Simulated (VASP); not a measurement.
# LiF (Fm-3m) in VASP: further runs, part 2 of 2

VASP 6.6.1. The steps go on from the part before.

**3. Single point, r2SCAN**

This run uses another cell than the first one, of 7.94 Å³/atom.

File POSCAR:

```
LiF
1.0
    0.0000000000      1.9950936838      1.9950936838
    1.9950936838      0.0000000000      1.9950936838
    1.9950936838      1.9950936838      0.0000000000
Li F
1 1
Direct
    0.0000000000      0.0000000000      0.0000000000
    0.5000000000      0.5000000000      0.5000000000
```

File INCAR.step1:

```
PREC = Accurate ; ENCUT = 520
ISMEAR = 0 ; SIGMA = 0.02
LREAL = False ; LASPH = True
NELM = 100 ; NBANDS = 12
GGA = PE ; ALGO = Normal
EDIFF = 1E-4 ; LWAVE = True
LCHARG = False
```

File INCAR.step2:

```
PREC = Accurate ; ENCUT = 520
EDIFF = 1E-7 ; ISMEAR = 0
SIGMA = 0.02 ; LREAL = False
LASPH = True ; NELM = 100
ALGO = Normal ; ISIF = 2
LWAVE = False ; LCHARG = False
METAGGA = R2SCAN ; LMIXTAU = True
NBANDS = 12 ; ISTART = 1
```

File KPOINTS:

```
regular mesh
0
Gamma
  10 10 10
```

Potentials or basis: VASP PAW PBE potentials, release 64 (Li_sv, F).

The run is started by

```bash
$ cat potpaw_PBE.64/Li_sv/POTCAR potpaw_PBE.64/F/POTCAR > POTCAR
$ cp INCAR.step1 INCAR
$ mpirun -np 1 vasp_std > vasp.out
$ cp INCAR.step2 INCAR
$ mpirun -np 1 vasp_std > vasp.out
```

OUTCAR:

```text
PREC = Accurate
   ENCUT = 520
   EDIFF = 1E-7
   ISMEAR = 0
   LREAL = False
   LASPH = True
   NELM = 100
   ISIF = 2
   METAGGA = R2SCAN
   ISTART = 1

 ion  position               nearest neighbor table
   1  0.000  0.000  0.000-   2 2.00   2 2.00   2 2.00   2 2.00   2 2.00   2 2.00
   2  0.500  0.500  0.500-   1 2.00   1 2.00   1 2.00   1 2.00   1 2.00   1 2.00

  LATTYP: Found a face centered cubic cell.
 ALAT       =     3.9901873676

  Lattice vectors:

 A1 = (   0.0000000000,   1.9950936838,   1.9950936838)
 A2 = (   1.9950936838,   0.0000000000,   1.9950936838)
 A3 = (   1.9950936838,   1.9950936838,   0.0000000000)

Analysis of symmetry for initial positions (statically):
=====================================================================
 Subroutine PRICEL returns:
 Original cell was already a primitive cell.

 Routine SETGRP: Setting up the symmetry group for a
 face centered cubic supercell.

 Subroutine GETGRP returns: Found 48 space group operations
 (whereof 48 operations were pure point group operations)
 out of a pool of 48 trial point group operations.

The static configuration has the point symmetry O_h .

[... 166 lines left out ...]
 Fermi energy:        -1.3158799665

 k-point     1 :       0.0000    0.0000    0.0000
  band No.  band energies     occupation
      1     -43.4780      2.00000
      2     -22.6404      2.00000
      3      -1.4665      2.00000
      4      -1.4665      2.00000
      5      -1.4665      2.00000
      6       9.0834      0.00000
      7      24.3004      0.00000
      8      24.3004      0.00000
      9      24.3004      0.00000
     10      25.0211      0.00000
     11      25.0211      0.00000
     12      25.0222      0.00000
[... 331 lines left out ...]
 k-point    24 :       0.4000    0.3000    0.0000
  band No.  band energies     occupation
      1     -43.4125      2.00000
      2     -22.1058      2.00000
      3      -3.8580      2.00000
      4      -2.3824      2.00000
      5      -2.2684      2.00000
      6      13.0948      0.00000
      7      16.5862      0.00000
      8      19.0543      0.00000
      9      20.6786      0.00000
     10      21.6879      0.00000
     11      34.8447      0.00000
     12      35.4639      0.00000

 [... further k-points ...]
[... 5 lines left out ...]
  --------------------------------------------------------------------------------------
  -------------------------------------------------------------------------------------
  Total       -0.0787101     -0.0787101     -0.0787101      0.0000000      0.0000000      0.0000000
  in kB       -7.9400078     -7.9400078     -7.9400078      0.0000000      0.0000000      0.0000000
  external PRESSURE =      -7.9400078 kB  Pullay stress =       0.0000000 kB

 VOLUME and BASIS-vectors are now :
 -----------------------------------------------------------------------------
  energy-cutoff  :      520.00
  volume of cell :       15.88
      direct lattice vectors                 reciprocal lattice vectors
     0.000000000  1.995093684  1.995093684    -0.250614798  0.250614798  0.250614798
     1.995093684  0.000000000  1.995093684     0.250614798 -0.250614798  0.250614798
     1.995093684  1.995093684  0.000000000     0.250614798  0.250614798 -0.250614798

 POSITION                                       TOTAL-FORCE (eV/Angst)
 -----------------------------------------------------------------------------------
      0.00000      0.00000      0.00000         0.000000      0.000000     -0.000000
      1.99509      1.99509      1.99509        -0.000000     -0.000000      0.000000
 -----------------------------------------------------------------------------------
    total drift:                               -0.000000     -0.000000      0.000000

  FREE ENERGIE OF THE ION-ELECTRON SYSTEM (eV)
  ---------------------------------------------------
  free  energy   TOTEN  =       -11.9031533458 eV

  energy  without entropy=      -11.9031533458  energy(sigma->0) =      -11.90315335
```

OUTCAR.step1:

```text
PREC = Accurate
   ENCUT = 520
   ISMEAR = 0
   LREAL = False
   LASPH = True
[... 584 lines left out ...]
      0.00000      0.00000      0.00000         0.000000      0.000000     -0.000000
      1.99509      1.99509      1.99509        -0.000000     -0.000000      0.000000
 -----------------------------------------------------------------------------------
    total drift:                               -0.000000     -0.000000      0.000000

  FREE ENERGIE OF THE ION-ELECTRON SYSTEM (eV)
  ---------------------------------------------------
  free  energy   TOTEN  =        -9.6281120197 eV

  energy  without entropy=       -9.6281120197  energy(sigma->0) =       -9.62811202
```

OSZICAR.step1:

```text
N       E                     dE             d eps       ncg     rms          rms(c)
DAV:   1     0.322778575004E+02    0.32278E+02   -0.54404E+03  1180   0.840E+02
DAV:   2    -0.906666364752E+01   -0.41345E+02   -0.40482E+02  1344   0.189E+02
DAV:   3    -0.101301427781E+02   -0.10635E+01   -0.10615E+01  1472   0.265E+01
DAV:   4    -0.101386545665E+02   -0.85118E-02   -0.85112E-02  1304   0.253E+00
DAV:   5    -0.101387505079E+02   -0.95941E-04   -0.95941E-04  1464   0.199E-01    0.454E+00
DAV:   6    -0.961705953617E+01    0.52169E+00   -0.24467E+00  1260   0.980E+00    0.137E+00
DAV:   7    -0.962142021739E+01   -0.43607E-02   -0.19484E-02  1504   0.122E+00    0.855E-01
DAV:   8    -0.962809763777E+01   -0.66774E-02   -0.14636E-02  1384   0.126E+00    0.110E-01
DAV:   9    -0.962811201970E+01   -0.14382E-04   -0.94919E-04  1308   0.278E-01
   1 F= -.96281120E+01 E0= -.96281120E+01  d E =-.216834E-40
```

It took 65 s on 1 thread of AMD EPYC 7R43 (Zen 3), shared host; peak memory 0.1 GiB.

What came out:

- Free energy: -11.9032 eV
- Band gap on the k mesh: 10.55 eV

Caveat: the cutoff is under 1.25 times the usual one of these potentials, so pressure, stress and relaxed cells hold a basis-set (Pulay) error; the PAW data sets were made with another functional, which shifts forces and pressure a little.

**4. Relaxation of cell and atoms, r2SCAN**

File POSCAR:

```
LiF
1.0
    0.0000000000      2.0140000000      2.0140000000
    2.0140000000      0.0000000000      2.0140000000
    2.0140000000      2.0140000000      0.0000000000
Li F
1 1
Direct
    0.0000000000      0.0000000000      0.0000000000
    0.5000000000      0.5000000000      0.5000000000
```

File INCAR.step1:

```
SYSTEM = LiF
PREC = Accurate
ENCUT = 600
ISMEAR = 0
SIGMA = 0.02
LREAL = .False.
LASPH = .True.
NELM = 100
GGA = PE
ALGO = Normal
EDIFF = 1E-4
LWAVE = .True.
LCHARG = .False.
```

File INCAR.step2:

```
SYSTEM = LiF
PREC = Accurate
ENCUT = 600
EDIFF = 1E-7
ISMEAR = 0
SIGMA = 0.02
LREAL = .False.
LASPH = .True.
NELM = 100
ALGO = Normal
ISIF = 3
LWAVE = .False.
LCHARG = .False.
METAGGA = R2SCAN
LMIXTAU = .True.
IBRION = 2
NSW = 100
EDIFFG = -0.002
ISTART = 1
```

File KPOINTS:

```
regular mesh
0
Gamma
  10 10 10
  0 0 0
```

Potentials or basis: VASP PAW PBE potentials, release 64 (Li_sv, F).

The run is started by

```bash
$ cat potpaw_PBE.64/Li_sv/POTCAR potpaw_PBE.64/F/POTCAR > POTCAR
$ cp INCAR.step1 INCAR
$ mpirun -np 1 vasp_std > vasp.out
$ cp INCAR.step2 INCAR
$ mpirun -np 1 vasp_std > vasp.out
```

OUTCAR:

```text
SYSTEM = LiF
   PREC = Accurate
   ENCUT = 600
   EDIFF = 1E-7
   ISMEAR = 0
   LREAL = .False.
   LASPH = .True.
   NELM = 100
   ISIF = 3
   METAGGA = R2SCAN
   IBRION = 2
   NSW = 100
   EDIFFG = -0.002
   ISTART = 1

 ion  position               nearest neighbor table
   1  0.000  0.000  0.000-   2 2.01   2 2.01   2 2.01   2 2.01   2 2.01   2 2.01
   2  0.500  0.500  0.500-   1 2.01   1 2.01   1 2.01   1 2.01   1 2.01   1 2.01

  LATTYP: Found a face centered cubic cell.
 ALAT       =     4.0280000000

  Lattice vectors:

 A1 = (   0.0000000000,   2.0140000000,   2.0140000000)
 A2 = (   2.0140000000,   0.0000000000,   2.0140000000)
 A3 = (   2.0140000000,   2.0140000000,   0.0000000000)

Analysis of symmetry for initial positions (statically):
=====================================================================
 Subroutine PRICEL returns:
 Original cell was already a primitive cell.

 Routine SETGRP: Setting up the symmetry group for a
 face centered cubic supercell.

 Subroutine GETGRP returns: Found 48 space group operations
 (whereof 48 operations were pure point group operations)
 out of a pool of 48 trial point group operations.
[... 171 lines left out ...]
  -------------------------------------------------------------------------------------
  Total       -0.3311438     -0.3311438     -0.3311438      0.0000000     -0.0000000     -0.0000000
  in kB      -32.4727291    -32.4727291    -32.4727291      0.0000000     -0.0000000     -0.0000000
  external PRESSURE =     -32.4727291 kB  Pullay stress =       0.0000000 kB
[... 95 lines left out ...]
--------------------------------------- Ionic step        4  -------------------------------------------

 number of electron       9.9999999 magnetization

 Free energy of the ion-electron system (eV)
  ---------------------------------------------------
  ext. energy  EPLUGINS =         0.00000000
  ---------------------------------------------------
  free energy    TOTEN  =       -11.91107156 eV

  energy without entropy =      -11.91107156  energy(sigma->0) =      -11.91107156

 E-fermi :  -1.1574     XC(G=0): -10.7626

 val. band max:       -1.3946364285   @ k =   0.0000   0.0000   0.0000
 cond. band min:       9.2786418676   @ k =   0.0000   0.0000   0.0000
 fundamental gap:     10.6732782961
 Fermi energy:        -1.1574144999

 k-point     1 :       0.0000    0.0000    0.0000
  band No.  band energies     occupation
      1     -43.3715      2.00000
      2     -22.6036      2.00000
      3      -1.3946      2.00000
      4      -1.3946      2.00000
      5      -1.3946      2.00000
      6       9.2786      0.00000
      7      24.5059      0.00000
      8      24.5059      0.00000
      9      24.5059      0.00000
[... 265 lines left out ...]
 k-point    24 :       0.4000    0.3000    0.0000
  band No.  band energies     occupation
      1     -43.3022      2.00000
      2     -22.0558      2.00000
      3      -3.8260      2.00000
      4      -2.3276      2.00000
      5      -2.2118      2.00000
      6      13.2954      0.00000
      7      16.7450      0.00000
      8      19.2692      0.00000
      9      20.8926      0.00000

 [... further k-points ...]
[... 5 lines left out ...]
  --------------------------------------------------------------------------------------
  -------------------------------------------------------------------------------------
  Total       -0.0005176     -0.0005176     -0.0005176     -0.0000000      0.0000000      0.0000000
  in kB       -0.0528740     -0.0528740     -0.0528740     -0.0000000      0.0000000      0.0000000
  external PRESSURE =      -0.0528740 kB  Pullay stress =       0.0000000 kB
[... 17 lines left out ...]
  FREE ENERGIE OF THE ION-ELECTRON SYSTEM (eV)
  ---------------------------------------------------
  free  energy   TOTEN  =       -11.9110715588 eV

  energy  without entropy=      -11.9110715588  energy(sigma->0) =      -11.91107156

 reached required accuracy - stopping structural energy minimisation
```

OSZICAR.step1:

```text
N       E                     dE             d eps       ncg     rms          rms(c)
DAV:   1     0.346947460515E+02    0.34695E+02   -0.61252E+03   894   0.125E+03
DAV:   2    -0.892456467419E+01   -0.43619E+02   -0.42717E+02   940   0.217E+02
DAV:   3    -0.101380804972E+02   -0.12135E+01   -0.12114E+01  1126   0.344E+01
DAV:   4    -0.101490536741E+02   -0.10973E-01   -0.10964E-01  1154   0.320E+00
DAV:   5    -0.101491315296E+02   -0.77856E-04   -0.77854E-04  1084   0.164E-01    0.454E+00
DAV:   6    -0.962939157051E+01    0.51974E+00   -0.27984E+00   860   0.131E+01    0.141E+00
DAV:   7    -0.963325148314E+01   -0.38599E-02   -0.19251E-02  1165   0.159E+00    0.861E-01
DAV:   8    -0.963988281928E+01   -0.66313E-02   -0.16579E-02  1167   0.173E+00    0.102E-01
DAV:   9    -0.963996557660E+01   -0.82757E-04   -0.79482E-04   955   0.318E-01
   1 F= -.96399656E+01 E0= -.96399656E+01  d E =-.121609E-25
```

Run time: 2.9 min. Hardware: 1 thread of AMD EPYC 7R43 (Zen 3), shared host; peak memory 0.1 GiB.

Results:

```
Free energy                           : -11.9111 eV
Relaxed volume                        : 7.84 Å³/atom
Relaxed cell                          : a = 2.810 Å, b = 2.810 Å, c = 2.810 Å, α = 60.00°, β = 60.00°, γ = 60.00°
Space group after relaxing (to 0.1 Å) : Fm-3m (No. 225)
Energy gained by relaxing             : 3.7 meV/atom
Ionic steps                           : 4
Pressure after relaxing               : 0.0 GPa
Band gap on the k mesh                : 10.67 eV
```

Step by step:
```
step  energy change (eV)  largest force (eV/Å)  pressure (GPa)  volume (Å³)
   1              0.0000                0.0000           -3.25        16.34
   2             -0.0060                0.0000           -1.48        15.95
   3             -0.0072                0.0000           -0.38        15.75
   4             -0.0073                0.0000           -0.01        15.68
```

Final structure:
```xyz
2
Lattice="0.0000 1.9868 1.9868 1.9868 0.0000 1.9868 1.9868 1.9868 0.0000" Properties=species:S:1:pos:R:3 pbc="T T T"
Li    1.9868    1.9868    0.0000
F     1.9868    1.9868    1.9868
```

Caveat: the cutoff is under 1.25 times the usual one of these potentials, so pressure, stress and relaxed cells hold a basis-set (Pulay) error; the PAW data sets were made with another functional, which shifts forces and pressure a little.

**5. The runs side by side**

```tsv
task	cell	k mesh	cutoff (eV)	smearing	gap on the mesh (eV)
single point	a = 2.848 Å, angles 60.0°, 2 atoms	8 × 8 × 8	520	gaussian 0.1 eV	10.27
single point	a = 2.821 Å, angles 60.0°, 2 atoms	10 × 10 × 10	520	gaussian 0.02 eV	10.55
relaxation of cell and atoms	relaxed from a = 2.848 Å, angles 60.0°, 2 atoms	10 × 10 × 10	600	gaussian 0.02 eV	10.67
```

Alike in all rows: level r2SCAN; potentials or basis VASP PAW PBE potentials, release 64 (Li_sv, F); no spin polarisation.

Caveats: the cutoff is under 1.25 times the usual one of these potentials, so pressure, stress and relaxed cells hold a basis-set (Pulay) error; the PAW data sets were made with another functional, which shifts forces and pressure a little.

Total energies depend on the potentials used, so only differences within one code and one set of settings carry meaning.
